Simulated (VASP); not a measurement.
# ZrH3 (Pm-3m) in VASP: notebook

The runs below take ZrH3 through single point, with LDA, PBEsol, BLYP.

Everything below comes from runs of VASP 6.6.1. Logs are shortened: lines on timing, memory, paths and dates and some standing lists are left out, and cuts for length are marked.

### Step 1. The cell of the first run

It takes space group Pm-3m (No. 221, cubic). Conventional cell: a = 3.126 Å, b = 3.126 Å, c = 3.126 Å, α = 90.00°, β = 90.00°, γ = 90.00°. Zr (site symmetry m-3m) has 12 H at 2.21 Å within 2.9 Å. Within 2.9 Å of H (site symmetry 4/mmm) lie 4 Zr at 2.21 Å and 8 H at 2.21 Å.

### Step 2. Single point, LDA

INCAR

```
SYSTEM = ZrH3
PREC = Accurate
ENCUT = 500
EDIFF = 1E-6
ISMEAR = -1
SIGMA = 0.05
LREAL = .FALSE.
LASPH = .TRUE.
NELM = 120
ALGO = Normal
ISIF = 2
LWAVE = .FALSE.
LCHARG = .TRUE.
LELF = .TRUE.
LVHAR = .TRUE.
NBANDS = 16
GGA_COMPAT = .FALSE.
```

KPOINTS

```
regular mesh
0
G
  7 7 7
  0 0 0
```

POSCAR

```
ZrH3
1.0
    3.1260380000      0.0000000000      0.0000000000
    0.0000000000      3.1260380000      0.0000000000
    0.0000000000      0.0000000000      3.1260380000
Zr H
1 3
Direct
    0.0000000000      0.0000000000      0.0000000000
    0.0000000000      0.5000000000      0.5000000000
    0.5000000000      0.0000000000      0.5000000000
    0.5000000000      0.5000000000      0.0000000000
```

Potentials or basis: VASP PAW LDA potentials, release 64 (Zr_sv, H).

Started as:

```sh
> cat potpaw_LDA.64/Zr_sv/POTCAR potpaw_LDA.64/H/POTCAR > POTCAR
> mpirun -np 1 vasp_std > vasp.out
```

OUTCAR:

```text
SYSTEM = ZrH3
   PREC = Accurate
   ENCUT = 500
   EDIFF = 1E-6
   ISMEAR = -1
   LREAL = .FALSE.
   LASPH = .TRUE.
   NELM = 120
   ISIF = 2

 ion  position               nearest neighbor table
   1  0.000  0.000  0.000-   2 2.21   3 2.21   4 2.21   2 2.21   3 2.21   2 2.21   4 2.21   2 2.21
                             3 2.21   4 2.21   3 2.21   4 2.21
   2  0.000  0.500  0.500-   1 2.21   1 2.21   1 2.21   1 2.21
   3  0.500  0.000  0.500-   1 2.21   1 2.21   1 2.21   1 2.21
   4  0.500  0.500  0.000-   1 2.21   1 2.21   1 2.21   1 2.21

  LATTYP: Found a simple cubic cell.
 ALAT       =     3.1260380000

  Lattice vectors:

 A1 = (   3.1260380000,   0.0000000000,   0.0000000000)
 A2 = (   0.0000000000,   3.1260380000,   0.0000000000)
 A3 = (   0.0000000000,   0.0000000000,   3.1260380000)

Analysis of symmetry for initial positions (statically):
=====================================================================
 Subroutine PRICEL returns:
 Original cell was already a primitive cell.

 Routine SETGRP: Setting up the symmetry group for a
 simple cubic supercell.

 Subroutine GETGRP returns: Found 48 space group operations
 (whereof 48 operations were pure point group operations)
 out of a pool of 48 trial point group operations.

The static configuration has the point symmetry O_h .

Analysis of symmetry for dynamics (positions and initial velocities):
=====================================================================
 Subroutine PRICEL returns:
 Original cell was already a primitive cell.

 Routine SETGRP: Setting up the symmetry group for a
 simple cubic supercell.

 Subroutine GETGRP returns: Found 48 space group operations
 (whereof 48 operations were pure point group operations)
 out of a pool of 48 trial point group operations.

The dynamic configuration has the point symmetry O_h .

 Subroutine INISYM returns: Found 48 space group operations
 (whereof 48 operations are pure point group operations),
 and found     1 'primitive' translations

----------------------------------------------------------------------------------------

                                     Primitive cell

  volume of cell :      30.5480

  direct lattice vectors                    reciprocal lattice vectors
[... 78 lines left out ...]
   ISTART =      0    job   : 0-new  1-cont  2-samecut
   ICHARG =      2    charge: 1-file 2-atom 10-const
   ISPIN  =      1    spin polarized calculation?
   LNONCOLLINEAR =      F non collinear calculations
   LSORBIT =      F    spin-orbit coupling
   LASPH  =      T    aspherical Exc in radial PAW
   ENCUT  =  500.0 eV  36.75 Ry    6.06 a.u.   5.70  5.70  5.70*2*pi/ulx,y,z
   NELM   =    120;   NELMIN=  2; NELMDL= -5     # of ELM steps
   EDIFF  = 0.1E-05   stopping-criterion for ELM
   LREAL  =      F    real-space projection
[... 7 lines left out ...]
   TEBEG  =    0.0;   TEEND  =   0.0 temperature during run
   PSTRESS=    0.0 pullay stress
   NELECT =      15.0000    total number of electrons
   NUPDOWN=      -1.0000    fix difference up-down
   EMIN   =  10.00;   EMAX   =-10.00  energy-range for DOS
   EFERMI =   0.00;   METHOD = LEGACY
   ISMEAR =    -1;   SIGMA  =   0.05  broadening in eV -4-tet -1-fermi 0-gaus
   EFERMI_NEDOS =   21; number of points for ismear=-14 and -15
   IALGO  =     38    algorithm
   IMIX   =      4    mixing-type and parameters
     AMIX     =   0.40;   BMIX     =  1.00
     AMIX_MAG =   1.60;   BMIX_MAG =  1.00
  volume/ion in A,a.u.               =       7.64        51.54
  Fermi-wavevector in a.u.,A,eV,Ry     =   1.291549  2.440674 22.695874  1.668100
  Thomas-Fermi vector in A             =   2.423312
   LORBIT       =      0    0 simple, 1 ext, 2 COOP (PROOUT), +10 PAW based schemes
   GGA     = CA    functional components
   LHFCALC =     F    Hartree Fock is set to
   AEXX    =    0.0000 exact exchange contribution
   IVDW    =     0    specifies the selected vdW correction
   LEPSILON=     F    determine dielectric tensor
   LRPA    =     F    only Hartree local field effects (RPA)
 non-spin polarized calculation
  energy-cutoff  :      500.00
  volume of cell :       30.55
 maximum number of plane-waves:       787
 NGX is ok and might be reduce to    24
   NGX = 11   NGY = 11   NGZ = 11

 number of electron      15.0000002 magnetization

 Free energy of the ion-electron system (eV)
  ---------------------------------------------------
  ext. energy  EPLUGINS =         0.00000000
  ---------------------------------------------------
  free energy    TOTEN  =       -21.32450329 eV

  energy without entropy =      -21.32009475  energy(sigma->0) =      -21.32229902

 E-fermi :   7.7019     XC(G=0): -11.4065

 val. band max:        7.5660556568   @ k =   0.2857   0.2857   0.0000
 cond. band min:       7.7787760417   @ k =   0.2857   0.2857   0.1429
 fundamental gap:      0.2127203848
 Fermi energy:         7.7018947323

 k-point     1 :       0.0000    0.0000    0.0000
  band No.  band energies     occupation
      1     -41.3213      2.00000
      2     -19.1917      2.00000
      3     -19.1917      2.00000
      4     -19.1917      2.00000
      5      -2.4744      2.00000
      6       3.5315      2.00000
[... 357 lines left out ...]
      3     -19.6788      2.00000
      4     -19.6788      2.00000
      5       1.7169      2.00000
      6       2.0445      2.00000
[... 8 lines left out ...]
     15      16.6220      0.00000
     16      17.1248      0.00000

------------------------ aborting loop because EDIFF is reached ----------------------------------------

  FORCE on cell =-STRESS in cart. coord.  units (eV):
  Direction    XX          YY          ZZ          XY          YZ          ZX
  --------------------------------------------------------------------------------------
  -------------------------------------------------------------------------------------
  Total       -1.3143674     -1.3143674     -1.3143674      0.0000000      0.0000000      0.0000000
  in kB      -68.9357638    -68.9357638    -68.9357638      0.0000000      0.0000000      0.0000000
  external PRESSURE =     -68.9357638 kB  Pullay stress =       0.0000000 kB

 VOLUME and BASIS-vectors are now :
 -----------------------------------------------------------------------------
  energy-cutoff  :      500.00
  volume of cell :       30.55
      direct lattice vectors                 reciprocal lattice vectors
     3.126038000  0.000000000  0.000000000     0.319893744  0.000000000  0.000000000
     0.000000000  3.126038000  0.000000000     0.000000000  0.319893744  0.000000000
     0.000000000  0.000000000  3.126038000     0.000000000  0.000000000  0.319893744

 POSITION                                       TOTAL-FORCE (eV/Angst)
 -----------------------------------------------------------------------------------
      0.00000      0.00000      0.00000         0.000000      0.000000      0.000000
      0.00000      1.56302      1.56302         0.000000      0.000000      0.000000
      1.56302      0.00000      1.56302         0.000000      0.000000      0.000000
      1.56302      1.56302      0.00000         0.000000      0.000000      0.000000
 -----------------------------------------------------------------------------------
    total drift:                               -0.000000      0.000000      0.000000

  FREE ENERGIE OF THE ION-ELECTRON SYSTEM (eV)
  ---------------------------------------------------
  free  energy   TOTEN  =       -21.3245032859 eV

  energy  without entropy=      -21.3200947533  energy(sigma->0) =      -21.32229902
```

OSZICAR:

```text
N       E                     dE             d eps       ncg     rms          rms(c)
DAV:   1     0.820781763265E+02    0.82078E+02   -0.74889E+03   640   0.873E+02
DAV:   2    -0.194925140414E+02   -0.10157E+03   -0.96250E+02   848   0.243E+02
DAV:   3    -0.227888268131E+02   -0.32963E+01   -0.32705E+01   968   0.370E+01
DAV:   4    -0.228155294294E+02   -0.26703E-01   -0.26700E-01   720   0.328E+00
DAV:   5    -0.228158861844E+02   -0.35676E-03   -0.35675E-03   936   0.279E-01    0.170E+01
DAV:   6    -0.214558801167E+02    0.13600E+01   -0.99073E-01   736   0.920E+00    0.657E+00
DAV:   7    -0.213250284235E+02    0.13085E+00   -0.33685E-01   808   0.437E+00    0.129E+00
DAV:   8    -0.213255063924E+02   -0.47797E-03   -0.47363E-02   792   0.195E+00    0.620E-01
DAV:   9    -0.213245959818E+02    0.91041E-03   -0.19849E-03   768   0.476E-01    0.673E-02
DAV:  10    -0.213245066034E+02    0.89378E-04   -0.18403E-04   720   0.114E-01    0.226E-02
DAV:  11    -0.213245049713E+02    0.16321E-05   -0.10227E-05   848   0.255E-02    0.100E-02
DAV:  12    -0.213245032931E+02    0.16782E-05   -0.27832E-06   792   0.140E-02    0.143E-03
DAV:  13    -0.213245032859E+02    0.72175E-08   -0.18082E-07   360   0.374E-03
   1 F= -.21324503E+02 E0= -.21322299E+02  d E =-.440853E-02
```

It took 13 s on 1 thread of Intel Xeon 8259CL, shared host; peak memory 0.13 GiB.

Results:

| Item | Value |
| --- | --- |
| Free energy | -21.3245 eV |
| Pressure | -6.9 GPa |

### Step 3. Single point, PBEsol

INCAR

```
PREC     = Accurate       # precision mode
ENCUT    = 500            # plane-wave cutoff, eV
EDIFF    = 1E-6           # SCF threshold, eV
ISMEAR   = -1             # smearing method
SIGMA    = 0.05           # smearing width, eV
LREAL    = F              # projectors in reciprocal space
LASPH    = T              # aspherical terms in the spheres
NELM     = 120            # most SCF steps
ALGO     = Normal         # electronic algorithm
ISIF     = 2              # what is computed and relaxed
LWAVE    = F              # write WAVECAR
LCHARG   = F              # write CHGCAR
GGA      = PS             # functional
NBANDS   = 16             # bands
GGA_COMPAT= F
```

KPOINTS

```
Automatic mesh
0
Gamma
  7 7 7
```

POSCAR is that of step 2.

Potentials or basis: VASP PAW PBE potentials, release 64 (Zr_sv, H).

Started as:

```sh
> cat potpaw_PBE.64/Zr_sv/POTCAR potpaw_PBE.64/H/POTCAR > POTCAR
> mpirun -np 1 vasp_std > vasp.out
```

OUTCAR:

```text
PREC = Accurate
   ENCUT = 500
   EDIFF = 1E-6
   ISMEAR = -1
   LREAL = F
   LASPH = T
   NELM = 120
   ISIF = 2
   GGA = PS

 ion  position               nearest neighbor table
   1  0.000  0.000  0.000-   2 2.21   3 2.21   4 2.21   2 2.21   3 2.21   2 2.21   4 2.21   2 2.21
                             3 2.21   4 2.21   3 2.21   4 2.21
   2  0.000  0.500  0.500-   1 2.21   1 2.21   1 2.21   1 2.21
   3  0.500  0.000  0.500-   1 2.21   1 2.21   1 2.21   1 2.21
   4  0.500  0.500  0.000-   1 2.21   1 2.21   1 2.21   1 2.21

  LATTYP: Found a simple cubic cell.
 ALAT       =     3.1260380000

  Lattice vectors:

 A1 = (   3.1260380000,   0.0000000000,   0.0000000000)
 A2 = (   0.0000000000,   3.1260380000,   0.0000000000)
 A3 = (   0.0000000000,   0.0000000000,   3.1260380000)

Analysis of symmetry for initial positions (statically):
=====================================================================
 Subroutine PRICEL returns:
 Original cell was already a primitive cell.

 Routine SETGRP: Setting up the symmetry group for a
 simple cubic supercell.

 Subroutine GETGRP returns: Found 48 space group operations
 (whereof 48 operations were pure point group operations)
 out of a pool of 48 trial point group operations.

The static configuration has the point symmetry O_h .

Analysis of symmetry for dynamics (positions and initial velocities):
=====================================================================
 Subroutine PRICEL returns:
 Original cell was already a primitive cell.

 Routine SETGRP: Setting up the symmetry group for a
 simple cubic supercell.

 Subroutine GETGRP returns: Found 48 space group operations
 (whereof 48 operations were pure point group operations)
 out of a pool of 48 trial point group operations.

The dynamic configuration has the point symmetry O_h .

 Subroutine INISYM returns: Found 48 space group operations
 (whereof 48 operations are pure point group operations),
[... 115 lines left out ...]
     AMIX_MAG =   1.60;   BMIX_MAG =  1.00
  volume/ion in A,a.u.               =       7.64        51.54
  Fermi-wavevector in a.u.,A,eV,Ry     =   1.291549  2.440674 22.695874  1.668100
  Thomas-Fermi vector in A             =   2.423312
   LORBIT       =      0    0 simple, 1 ext, 2 COOP (PROOUT), +10 PAW based schemes
   GGA     = PS    functional components
   LHFCALC =     F    Hartree Fock is set to
   AEXX    =    0.0000 exact exchange contribution
   IVDW    =     0    specifies the selected vdW correction
   LEPSILON=     F    determine dielectric tensor
   LRPA    =     F    only Hartree local field effects (RPA)
 non-spin polarized calculation
  energy-cutoff  :      500.00
  volume of cell :       30.55
 maximum number of plane-waves:       787
 NGX is ok and might be reduce to    24
   NGX = 11   NGY = 11   NGZ = 11

 number of electron      15.0000002 magnetization

 Free energy of the ion-electron system (eV)
  ---------------------------------------------------
  ext. energy  EPLUGINS =         0.00000000
  ---------------------------------------------------
  free energy    TOTEN  =       -20.40046569 eV

  energy without entropy =      -20.39614817  energy(sigma->0) =      -20.39830693

 E-fermi :   7.7770     XC(G=0): -11.3122

 val. band max:        7.6378195947   @ k =   0.2857   0.2857   0.0000
 cond. band min:       7.8545853829   @ k =   0.2857   0.2857   0.1429
 fundamental gap:      0.2167657883
 Fermi energy:         7.7770292524

 k-point     1 :       0.0000    0.0000    0.0000
  band No.  band energies     occupation
      1     -41.4386      2.00000
      2     -19.1886      2.00000
      3     -19.1886      2.00000
      4     -19.1886      2.00000
      5      -2.4486      2.00000
      6       3.5775      2.00000
[... 357 lines left out ...]
      3     -19.6725      2.00000
      4     -19.6725      2.00000
      5       1.7620      2.00000
      6       2.0920      2.00000
[... 8 lines left out ...]
     15      16.6704      0.00000
     16      17.1751      0.00000

------------------------ aborting loop because EDIFF is reached ----------------------------------------

  FORCE on cell =-STRESS in cart. coord.  units (eV):
  Direction    XX          YY          ZZ          XY          YZ          ZX
  --------------------------------------------------------------------------------------
  -------------------------------------------------------------------------------------
  Total       -0.8767570     -0.8767570     -0.8767570     -0.0000000      0.0000000     -0.0000000
  in kB      -45.9840360    -45.9840360    -45.9840360     -0.0000000      0.0000000     -0.0000000
  external PRESSURE =     -45.9840360 kB  Pullay stress =       0.0000000 kB

 VOLUME and BASIS-vectors are now :
 -----------------------------------------------------------------------------
  energy-cutoff  :      500.00
  volume of cell :       30.55
      direct lattice vectors                 reciprocal lattice vectors
     3.126038000  0.000000000  0.000000000     0.319893744  0.000000000  0.000000000
     0.000000000  3.126038000  0.000000000     0.000000000  0.319893744  0.000000000
     0.000000000  0.000000000  3.126038000     0.000000000  0.000000000  0.319893744

 POSITION                                       TOTAL-FORCE (eV/Angst)
 -----------------------------------------------------------------------------------
      0.00000      0.00000      0.00000         0.000000      0.000000      0.000000
      0.00000      1.56302      1.56302         0.000000      0.000000      0.000000
      1.56302      0.00000      1.56302         0.000000      0.000000      0.000000
      1.56302      1.56302      0.00000         0.000000      0.000000      0.000000
 -----------------------------------------------------------------------------------
    total drift:                                0.000000      0.000000      0.000000

  FREE ENERGIE OF THE ION-ELECTRON SYSTEM (eV)
  ---------------------------------------------------
  free  energy   TOTEN  =       -20.4004656913 eV

  energy  without entropy=      -20.3961481663  energy(sigma->0) =      -20.39830693
```

Run time: 16 s. Hardware: 1 thread of Intel Xeon 8259CL, shared host; peak memory 0.13 GiB.

What came out:

| Property | Result |
| --- | --- |
| Free energy | -20.4005 eV |
| Pressure | -4.6 GPa |

Caveat: the PAW data sets were made with another functional, which shifts forces and pressure a little.

[end of part 1 of 2]
